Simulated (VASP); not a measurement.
# ZnAuC4N4 (P-43m) in VASP: a series of runs

The runs below take ZnAuC4N4 through single point, with PBE.

Everything below comes from runs of VASP 6.6.1. Logs are shortened: lines on timing, memory, paths and dates and some standing lists are left out, and cuts for length are marked.

## (1) The cell of the first run

The structure is cubic, space group P-43m (No. 215). Conventional cell: a = 5.883 Å, b = 5.883 Å, c = 5.883 Å, α = 90.00°, β = 90.00°, γ = 90.00°. Zn (site symmetry -43m) has 4 C at 1.92 Å within 2.5 Å. Within 1.6 Å of C (site symmetry 3m) lie 1 N at 1.17 Å. Au (site symmetry -43m) has 4 N at 2.01 Å within 2.7 Å. N (site symmetry 3m) has 1 C at 1.17 Å within 1.6 Å.

## (2) Single point, PBE

INCAR

```
SYSTEM = ZnAuC4N4
PREC = Accurate
ENCUT = 700
EDIFF = 1E-6
ISMEAR = 0
SIGMA = 0.1
LREAL = .False.
LASPH = .True.
NELM = 120
ALGO = Normal
ISIF = 2
LWAVE = .False.
LCHARG = .True.
GGA = PE
LELF = .True.
LVHAR = .True.
NBANDS = 44
GGA_COMPAT = .False.
```

KPOINTS

```
Automatic mesh
0
Gamma
  4 4 4
  0 0 0
```

POSCAR

```
ZnAuC4N4
1.0
    5.8826218900      0.0000000000      0.0000000000
    0.0000000000      5.8826218900      0.0000000000
    0.0000000000      0.0000000000      5.8826218900
Zn C Au N
1 4 1 4
Direct
    0.0000000000      0.0000000000      0.0000000000
    0.1881440800      0.1881440800      0.1881440800
    0.1881440800      0.8118559200      0.8118559200
    0.8118559200      0.1881440800      0.8118559200
    0.8118559200      0.8118559200      0.1881440800
    0.5000000000      0.5000000000      0.5000000000
    0.3029738000      0.3029738000      0.3029738000
    0.3029738000      0.6970262000      0.6970262000
    0.6970262000      0.3029738000      0.6970262000
    0.6970262000      0.6970262000      0.3029738000
```

Potentials or basis: VASP PAW PBE potentials, release 64 (Zn, C, Au_sv_GW, N).

Command:

```console
$ cat potpaw_PBE.64/Zn/POTCAR potpaw_PBE.64/C/POTCAR potpaw_PBE.64/Au_sv_GW/POTCAR potpaw_PBE.64/N/POTCAR > POTCAR
$ mpirun -np 1 vasp_std > vasp.out
```

OUTCAR:

```text
SYSTEM = ZnAuC4N4
   PREC = Accurate
   ENCUT = 700
   EDIFF = 1E-6
   ISMEAR = 0
   LREAL = .False.
   LASPH = .True.
   NELM = 120
   ISIF = 2
   GGA = PE

 ion  position               nearest neighbor table
   1  0.000  0.000  0.000-   2 1.92   3 1.92   4 1.92   5 1.92
   2  0.188  0.188  0.188-   7 1.17   1 1.92
   3  0.188  0.812  0.812-   8 1.17   1 1.92
   4  0.812  0.188  0.812-   9 1.17   1 1.92
   5  0.812  0.812  0.188-  10 1.17   1 1.92
   6  0.500  0.500  0.500-   7 2.01   8 2.01   9 2.01  10 2.01
   7  0.303  0.303  0.303-   2 1.17   6 2.01
   8  0.303  0.697  0.697-   3 1.17   6 2.01
   9  0.697  0.303  0.697-   4 1.17   6 2.01
  10  0.697  0.697  0.303-   5 1.17   6 2.01

  LATTYP: Found a simple cubic cell.
 ALAT       =     5.8826218900

  Lattice vectors:

 A1 = (   5.8826218900,   0.0000000000,   0.0000000000)
 A2 = (   0.0000000000,   5.8826218900,   0.0000000000)
 A3 = (   0.0000000000,   0.0000000000,   5.8826218900)

Analysis of symmetry for initial positions (statically):
=====================================================================
 Subroutine PRICEL returns:
 Original cell was already a primitive cell.

 Routine SETGRP: Setting up the symmetry group for a
 simple cubic supercell.

 Subroutine GETGRP returns: Found 24 space group operations
 (whereof 24 operations were pure point group operations)
 out of a pool of 48 trial point group operations.

The static configuration has the point symmetry T_d .

Analysis of symmetry for dynamics (positions and initial velocities):
=====================================================================
 Subroutine PRICEL returns:
 Original cell was already a primitive cell.

 Routine SETGRP: Setting up the symmetry group for a
 simple cubic supercell.

 Subroutine GETGRP returns: Found 24 space group operations
 (whereof 24 operations were pure point group operations)
 out of a pool of 48 trial point group operations.

The dynamic configuration has the point symmetry T_d .

 Subroutine INISYM returns: Found 24 space group operations
 (whereof 24 operations are pure point group operations),
 and found     1 'primitive' translations

----------------------------------------------------------------------------------------

                                     Primitive cell

  volume of cell :     203.5695

  direct lattice vectors                    reciprocal lattice vectors
     5.882621890  0.000000000  0.000000000     0.169992228  0.000000000  0.000000000
     0.000000000  5.882621890  0.000000000     0.000000000  0.169992228  0.000000000
     0.000000000  0.000000000  5.882621890     0.000000000  0.000000000  0.169992228

  length of vectors
     5.882621890  5.882621890  5.882621890     0.169992228  0.169992228  0.169992228

  position of ions in fractional coordinates (direct lattice)
     0.000000000  0.000000000  0.000000000
     0.188144080  0.188144080  0.188144080
     0.188144080  0.811855920  0.811855920
     0.811855920  0.188144080  0.811855920
     0.811855920  0.811855920  0.188144080
     0.500000000  0.500000000  0.500000000
     0.302973800  0.302973800  0.302973800
     0.302973800  0.697026200  0.697026200
     0.697026200  0.302973800  0.697026200
     0.697026200  0.697026200  0.302973800

  ion indices of the primitive-cell ions
   primitive index   ion index
                 1           1
                 2           2
                 3           3
                 4           4
                 5           5
                 6           6
                 7           7
                 8           8
                 9           9
                10          10

----------------------------------------------------------------------------------------

 KPOINTS: Automatic mesh

Automatic generation of k-mesh.
 Grid dimensions read from file:
 generate k-points for:    4    4    4

 Generating k-lattice:

  Cartesian coordinates                     Fractional coordinates (reciprocal lattice)
     0.042498057  0.000000000  0.000000000     0.250000000  0.000000000  0.000000000
     0.000000000  0.042498057  0.000000000     0.000000000  0.250000000  0.000000000
     0.000000000  0.000000000  0.042498057     0.000000000  0.000000000  0.250000000

  Length of vectors
     0.042498057  0.042498057  0.042498057

  Shift w.r.t. Gamma in fractional coordinates (k-lattice)
     0.000000000  0.000000000  0.000000000

 Subroutine IBZKPT returns following result:
 ===========================================

 Found     10 irreducible k-points:

 Following reciprocal coordinates:
            Coordinates               Weight
  0.000000  0.000000  0.000000      1.000000
  0.250000  0.000000  0.000000      6.000000
  0.500000  0.000000  0.000000      3.000000
  0.250000  0.250000  0.000000     12.000000
  0.500000  0.250000  0.000000     12.000000
  0.500000  0.500000  0.000000      3.000000
  0.250000  0.250000  0.250000      8.000000
  0.500000  0.250000  0.250000     12.000000
  0.500000  0.500000  0.250000      6.000000
  0.500000  0.500000  0.500000      1.000000
   k-points           NKPTS =     10   k-points in BZ     NKDIM =     10   number of bands    NBANDS=     44
   number of dos      NEDOS =    301   number of ions     NIONS =     10
   total plane-waves  NPLWV = 157464
   dimension x,y,z NGX =    54 NGY =   54 NGZ =   54
   dimension x,y,z NGXF=   108 NGYF=  108 NGZF=  108
   ions per type =               1   4   1   4
   NGX,Y,Z   is equivalent  to a cutoff of  15.26, 15.26, 15.26 a.u.
   NGXF,Y,Z  is equivalent  to a cutoff of  30.52, 30.52, 30.52 a.u.
 SYSTEM =  ZnAuC4N4
   PREC   = accura    normal or accurate (medium, high low for compatibility)
   ISTART =      0    job   : 0-new  1-cont  2-samecut
   ICHARG =      2    charge: 1-file 2-atom 10-const
   ISPIN  =      1    spin polarized calculation?
   LNONCOLLINEAR =      F non collinear calculations
   LSORBIT =      F    spin-orbit coupling
   LASPH  =      T    aspherical Exc in radial PAW
   ENCUT  =  700.0 eV  51.45 Ry    7.17 a.u.  12.69 12.69 12.69*2*pi/ulx,y,z
   NELM   =    120;   NELMIN=  2; NELMDL= -5     # of ELM steps
   EDIFF  = 0.1E-05   stopping-criterion for ELM
   LREAL  =      F    real-space projection
   EDIFFG = 0.1E-04   stopping-criterion for IOM
   NSW    =      0    number of steps for IOM
   IBRION =     -1    ionic relax: 0-MD 1-quasi-New 2-CG
   NFREE  =      0    steps in history (QN), initial steepest desc. (CG)
   ISIF   =      2    stress and relaxation
   ISYM   =      2    0-nonsym 1-usesym 2-fastsym
   POTIM  = 0.5000    time-step for ionic-motion
   TEBEG  =    0.0;   TEEND  =   0.0 temperature during run
   PSTRESS=    0.0 pullay stress
   NELECT =      67.0000    total number of electrons
   NUPDOWN=      -1.0000    fix difference up-down
   EMIN   =  10.00;   EMAX   =-10.00  energy-range for DOS
   EFERMI =   0.00;   METHOD = LEGACY
   ISMEAR =     0;   SIGMA  =   0.10  broadening in eV -4-tet -1-fermi 0-gaus
   EFERMI_NEDOS =   21; number of points for ismear=-14 and -15
   IALGO  =     38    algorithm
   IMIX   =      4    mixing-type and parameters
     AMIX     =   0.40;   BMIX     =  1.00
     AMIX_MAG =   1.60;   BMIX_MAG =  1.00
  volume/ion in A,a.u.               =      20.36       137.38
  Fermi-wavevector in a.u.,A,eV,Ry     =   1.130305  2.135966 17.382647  1.277589
  Thomas-Fermi vector in A             =   2.267001
   LORBIT       =      0    0 simple, 1 ext, 2 COOP (PROOUT), +10 PAW based schemes
   GGA     = PE    functional components
   LHFCALC =     F    Hartree Fock is set to
   AEXX    =    0.0000 exact exchange contribution
   IVDW    =     0    specifies the selected vdW correction
   LEPSILON=     F    determine dielectric tensor
   LRPA    =     F    only Hartree local field effects (RPA)
 non-spin polarized calculation
 Gauss-broadening in eV      SIGMA  =   0.10
  energy-cutoff  :      700.00
  volume of cell :      203.57
 maximum number of plane-waves:      8601
 NGX is ok and might be reduce to    54
   NGX = 25   NGY = 25   NGZ = 25

 number of electron      67.0000003 magnetization

 Free energy of the ion-electron system (eV)
  ---------------------------------------------------
  ext. energy  EPLUGINS =         0.00000000
  ---------------------------------------------------
  free energy    TOTEN  =       -66.58559777 eV

  energy without entropy =      -66.52778942  energy(sigma->0) =      -66.55669359

 E-fermi :  -1.8849     XC(G=0):  -7.3722

 val. band max:       -1.8867195079   @ k =   0.5000   0.2500   0.0000
 cond. band min:      -1.8592873139   @ k =   0.5000   0.0000   0.0000
 fundamental gap:      0.0274321940
 Fermi energy:        -1.8849080446

 k-point     1 :       0.0000    0.0000    0.0000
  band No.  band energies     occupation
      1    -106.8730      2.00000
      2     -58.1955      2.00000
      3     -58.1955      2.00000
      4     -58.1955      2.00000
      5     -18.7850      2.00000
      6     -18.6445      2.00000
[... 36 lines left out ...]
     43       4.4440      0.00000
     44       6.2045      0.00000

 k-point     2 :       0.2500    0.0000    0.0000
  band No.  band energies     occupation
      1    -106.8730      2.00000
      2     -58.1955      2.00000
      3     -58.1955      2.00000
      4     -58.1955      2.00000
      5     -18.7682      2.00000
      6     -18.6614      2.00000
[... 36 lines left out ...]
     43       4.5645      0.00000
     44       6.0431      0.00000

 k-point     3 :       0.5000    0.0000    0.0000
  band No.  band energies     occupation
      1    -106.8730      2.00000
      2     -58.1955      2.00000
      3     -58.1955      2.00000
      4     -58.1955      2.00000
      5     -18.7426      2.00000
      6     -18.6872      2.00000
[... 318 lines left out ...]
     43       5.1086      0.00000
     44       6.5071      0.00000

 k-point    10 :       0.5000    0.5000    0.5000
  band No.  band energies     occupation
      1    -106.8730      2.00000
      2     -58.1955      2.00000
      3     -58.1955      2.00000
      4     -58.1955      2.00000
      5     -18.7324      2.00000
      6     -18.6607      2.00000
[... 36 lines left out ...]
     43       5.0045      0.00000
     44       6.4883      0.00000

------------------------ aborting loop because EDIFF is reached ----------------------------------------

  FORCE on cell =-STRESS in cart. coord.  units (eV):
  Direction    XX          YY          ZZ          XY          YZ          ZX
  --------------------------------------------------------------------------------------
  -------------------------------------------------------------------------------------
  Total        7.4233438      7.4233438      7.4233438      0.0000000      0.0000000      0.0000000
  in kB       58.4248160     58.4248160     58.4248160      0.0000000      0.0000000      0.0000000
  external PRESSURE =      58.4248160 kB  Pullay stress =       0.0000000 kB

 VOLUME and BASIS-vectors are now :
 -----------------------------------------------------------------------------
  energy-cutoff  :      700.00
  volume of cell :      203.57
      direct lattice vectors                 reciprocal lattice vectors
     5.882621890  0.000000000  0.000000000     0.169992228  0.000000000  0.000000000
     0.000000000  5.882621890  0.000000000     0.000000000  0.169992228  0.000000000
     0.000000000  0.000000000  5.882621890     0.000000000  0.000000000  0.169992228

 POSITION                                       TOTAL-FORCE (eV/Angst)
 -----------------------------------------------------------------------------------
      0.00000      0.00000      0.00000         0.000000      0.000000      0.000000
      1.10678      1.10678      1.10678         0.553669      0.553669      0.553669
      1.10678      4.77584      4.77584         0.553669     -0.553669     -0.553669
      4.77584      1.10678      4.77584        -0.553669      0.553669     -0.553669
      4.77584      4.77584      1.10678        -0.553669     -0.553669      0.553669
      2.94131      2.94131      2.94131         0.000000      0.000000      0.000000
      1.78228      1.78228      1.78228        -0.926313     -0.926313     -0.926313
      1.78228      4.10034      4.10034        -0.926313      0.926313      0.926313
      4.10034      1.78228      4.10034         0.926313     -0.926313      0.926313
      4.10034      4.10034      1.78228         0.926313      0.926313     -0.926313
 -----------------------------------------------------------------------------------
    total drift:                               -0.000000     -0.000000      0.000000

  FREE ENERGIE OF THE ION-ELECTRON SYSTEM (eV)
  ---------------------------------------------------
  free  energy   TOTEN  =       -66.5855977686 eV

  energy  without entropy=      -66.5277894181  energy(sigma->0) =      -66.55669359
```

It took 4.3 min on 1 thread of Intel Xeon Platinum 8259CL at 2.50GHz (Skylake/Cascade Lake), shared host; peak memory 0.49 GiB.

What came out:

```
Free energy            : -66.5856 eV
Pressure               : 5.8 GPa
Largest force          : 1.604 eV/Å
Band gap on the k mesh : zero (an odd number of electrons rules out a gap without spin polarisation)
```

Forces on the atoms (eV/Å):
```
Zn   0.000  0.000  0.000
C    0.554  0.554  0.554
C    0.554 -0.554 -0.554
C   -0.554  0.554 -0.554
C   -0.554 -0.554  0.554
Au   0.000  0.000  0.000
N   -0.926 -0.926 -0.926
N   -0.926  0.926  0.926
N    0.926 -0.926  0.926
N    0.926  0.926 -0.926
```

Caveat: the cell stands under pressure; spin-orbit coupling is left out, which moves the levels of the heavy elements; an odd number of electrons without spin polarisation forces a metal; a magnetic or distorted state may lie lower.

## (3) Single point, PBE, collinear spin

This run uses another cell than the first one, of 23.04 Å³/atom.

INCAR

```
SYSTEM = ZnAuC4N4
  ALGO = Normal
  EDIFF = 1E-6
  ENCUT = 700
  GGA = PE
  GGA_COMPAT = .False.
  ISIF = 2
  ISMEAR = 0
  ISPIN = 2
  LASPH = .True.
  LCHARG = .False.
  LMAXMIX = 4
  LORBIT = 11
  LREAL = .False.
  LWAVE = .False.
  MAGMOM = 0 0 0 0 0 1 0 0 0 0
  NBANDS = 48
  NELM = 200
  PREC = Accurate
  SIGMA = 0.1
```

KPOINTS

```
k-points
0
Gamma
  4 4 4
  0 0 0
```

POSCAR

```
ZnAuC4N4
1.0
    6.1308727322      0.0000000000      0.0000000000
    0.0000000000      6.1308727322      0.0000000000
    0.0000000000      0.0000000000      6.1308727322
Zn C Au N
1 4 1 4
Direct
    0.0000000000      0.0000000000      0.0000000000
    0.1887796171      0.1887796171      0.1887796171
    0.1887796171      0.8112203829      0.8112203829
    0.8112203829      0.1887796171      0.8112203829
    0.8112203829      0.8112203829      0.1887796171
    0.5000000000      0.5000000000      0.5000000000
    0.2985540120      0.2985540120      0.2985540120
    0.2985540120      0.7014459880      0.7014459880
    0.7014459880      0.2985540120      0.7014459880
    0.7014459880      0.7014459880      0.2985540120
```

Potentials or basis: VASP PAW PBE potentials, release 64 (Zn, C, Au_sv_GW, N).

Command:

```console
$ cat potpaw_PBE.64/Zn/POTCAR potpaw_PBE.64/C/POTCAR potpaw_PBE.64/Au_sv_GW/POTCAR potpaw_PBE.64/N/POTCAR > POTCAR
$ mpirun -np 1 vasp_std > vasp.out
```

Run time: 7.8 min. Hardware: 1 thread of Intel Xeon Platinum 8259CL at 2.50GHz (Skylake/Cascade Lake), shared host; peak memory 0.7 GiB.

The run converged. Its results:

```
Free energy                                           : -67.2135 eV
Pressure                                              : 0.4 GPa
Largest force                                         : 0.367 eV/Å
Band gap on the k mesh                                : zero (filled and empty bands overlap)
Net moment                                            : 1.00 μB per cell
Site moments                                          : Zn +0.02; C +0.03; Au +0.52; N +0.06 μB
Valence electrons inside the program's atomic spheres : Zn 10.97; C 2.58; Au 16.97; N 3.85
```

Forces on the atoms (eV/Å):
```
Zn   0.000  0.000  0.000
C   -0.196 -0.196 -0.196
C   -0.196  0.196  0.196
C    0.196 -0.196  0.196
C    0.196  0.196 -0.196
Au   0.000  0.000  0.000
N    0.212  0.212  0.212
N    0.212 -0.212 -0.212
N   -0.212  0.212 -0.212
N   -0.212 -0.212  0.212
```

Levels at points of the mesh, in eV from the Fermi level:
Spin up:
```tsv
k point	band 30	band 31	band 32	band 33	band 34	band 35	band 36	band 37	band 38	band 39
(0.00, 0.00, 0.00)	-1.51	-1.51	-0.56	-0.56	-0.56	5.04	5.04	5.04	5.34	5.74
(0.50, 0.00, 0.00)	-1.41	-1.22	-0.52	-0.23	-0.23	5.02	5.02	5.30	5.49	5.63
(0.50, 0.50, 0.00)	-1.32	-1.28	-0.55	-0.23	-0.23	5.13	5.23	5.23	5.40	5.75
(0.50, 0.50, 0.50)	-1.34	-1.34	-0.52	-0.52	-0.52	5.33	5.33	5.33	5.70	5.82
```
Spin down:
| k point | band 31 | band 32 | band 33 | band 34 | band 35 | band 36 |
| --- | --- | --- | --- | --- | --- | --- |
| (0.00, 0.00, 0.00) | -1.38 | -0.22 | -0.22 | -0.22 | 5.11 | 5.11 |
| (0.50, 0.00, 0.00) | -1.11 | -0.17 | 0.08 | 0.08 | 5.08 | 5.08 |
| (0.50, 0.50, 0.00) | -1.17 | -0.20 | 0.08 | 0.08 | 5.22 | 5.28 |
| (0.50, 0.50, 0.50) | -1.21 | -0.18 | -0.18 | -0.18 | 5.40 | 5.40 |

Caveat: spin-orbit coupling is left out, which moves the levels of the heavy elements.

The gap in the log of VASP goes by the Fermi energy; the results here count the filled bands.